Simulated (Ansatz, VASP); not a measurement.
# CsSnI3 in VASP and in Ansatz

Contents of INCAR:

```
PREC = Accurate ; ENCUT = 520
EDIFF = 1E-6 ; ISMEAR = 0
SIGMA = 0.05 ; LREAL = F
LASPH = T ; NELM = 60
ALGO = Normal ; ISIF = 2
LWAVE = F ; LCHARG = T
GGA = PE ; LELF = T
LVHAR = T ; NBANDS = 30
```

File KPOINTS:

```
regular mesh
0
Gamma
  6 6 6
```

File POSCAR:

```
CsSnI3
1.0
    6.7229922658      0.0000000000      0.0000000000
    0.0000000000      6.2831703419      0.0000000000
    0.0000000000      0.0000000000      6.7229922658
Cs Sn I
1 1 3
Direct
    0.0000000000      0.0000000000      0.0000000000
    0.5000000000      0.5000000000      0.5000000000
    0.0000000000      0.5000000000      0.5000000000
    0.5000000000      0.0000000000      0.5000000000
    0.5000000000      0.5000000000      0.0000000000
```

Input for Ansatz:

```yaml
crystal:
  lattice:
    - [6.7229922658, 0.0, 0.0]
    - [0.0, 6.2831703419, 0.0]
    - [0.0, 0.0, 6.7229922658]
  atoms:
    - { symbol: Cs, position: [0.0, 0.0, 0.0] }
    - { symbol: Sn, position: [0.5, 0.5, 0.5] }
    - { symbol: I, position: [0.0, 0.5, 0.5] }
    - { symbol: I, position: [0.5, 0.0, 0.5] }
    - { symbol: I, position: [0.5, 0.5, 0.0] }
basis:
  ecutwfc: 420
kpoints:
  mp_grid: { grid: [6, 6, 6] }
hamiltonian:
  xc: pbe
scf:
  occupations: { method: gaussian, width: 0.05 }
output:
  forces: true
  stress: true
  eigenvalues: true
  write_density: true
  write_potential: true
  elf: true
  volumetric_format: npy
```

Change from the starting cell: normal strain along x +0.0700, normal strain along z +0.0700.

Alike in both runs: task single point; functional PBE; k mesh 6 × 6 × 6; occupations gaussian, width 0.05 eV; no spin polarisation.

|  | VASP | Ansatz |
| --- | --- | --- |
| version | VASP 6.6.1 | Ansatz 0.2.0 |
| potentials or method | VASP PAW PBE potentials, release 64 (Cs_sv, Sn_d, I), cutoff 520 eV | scalar-relativistic, plane waves, PAW |
| valence electrons in the cell | 44 | 74 |

VASP gave:

```
gap on the k mesh at the Fermi level (eV)                     : 0.80
least direct gap on the mesh (eV)                             : 0.80
pressure (GPa)                                                : -1.4
traceless stress, the component that is largest in VASP (GPa) : 0.83
```

Which values does Ansatz return?

gap on the k mesh at the Fermi level (eV): 0.81; least direct gap on the mesh (eV): 0.81; pressure (GPa): -1.4; traceless stress, the component that is largest in VASP (GPa): 0.83.

The functional is the same, so the differences come from potentials, cutoffs and numerics. VASP's potentials hold 44 valence electrons a cell and Ansatz's 74, so a difference there can come from the potentials and not from the codes.

Neither program's run includes spin-orbit coupling.
